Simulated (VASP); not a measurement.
A run of VASP 6.6.1 is set up as follows.

INCAR

```
  PREC = Accurate
  ENCUT = 520
  EDIFF = 1E-6
  ISMEAR = -1
  SIGMA = 0.1
  LREAL = False
  LASPH = True
  NELM = 80
  ALGO = Normal
  ISIF = 2
  LWAVE = False
  LCHARG = False
  GGA = CA
  NBANDS = 12
```

The input KPOINTS:

```
Automatic mesh
0
Gamma
  16 16 16
```

Contents of POSCAR:

```
Ti
1.0
   -1.6453880439      1.6453880439      1.6453880439
    1.6453880439     -1.6453880439      1.6453880439
    1.6453880439      1.6453880439     -1.6453880439
Ti
1
Direct
    0.0000000000      0.0000000000      0.0000000000
```

Potentials or basis: VASP PAW LDA potentials, release 64 (Ti_sv).

Command:

```console
$ cat potpaw_LDA.64/Ti_sv/POTCAR > POTCAR
$ mpirun -np 1 vasp_std > vasp.out
```

Q: Estimate the band gap on the k mesh.

A: Zero (band 6 reaches 8.54 eV, above the bottom of band 7 at 6.97 eV).

Q: What does it give for the pressure?

A: -11.1 GPa.
